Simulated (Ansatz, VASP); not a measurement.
## Pd in VASP and in Ansatz

```xyz
1
Lattice="0.0000 1.9060 1.9449 1.9060 0.0000 1.9449 1.9060 1.9060 0.0000" Properties=species:S:1:pos:R:3 pbc="T T T"
Pd    0.0000    0.0000    0.0000
```

Change from the starting cell: equal xx and yy strain of -2 %.

Alike in both runs: task single point; functional LDA; k mesh 18 × 18 × 18; occupations fermi-dirac, width 0.05 eV; no spin polarisation.

|  | VASP | Ansatz |
| --- | --- | --- |
| version | VASP 6.6.1 | Ansatz 0.2.0 |
| potentials or method | VASP PAW LDA potentials, release 64 (Pd), cutoff 520 eV | all-electron LAPW, scalar-relativistic |

VASP gave:

* pressure (GPa): 0.6
* traceless stress, the component that is largest in VASP (GPa): -1.02

**Question.** Estimate Ansatz's values.

**Answer.** Pressure (GPa): 0.3; traceless stress, the component that is largest in VASP (GPa): -1.03.

LDA's correlation is that of Perdew and Zunger in VASP and of Perdew and Wang (1992) in Ansatz. Ansatz ran all-electron here, and VASP with PAW potentials.
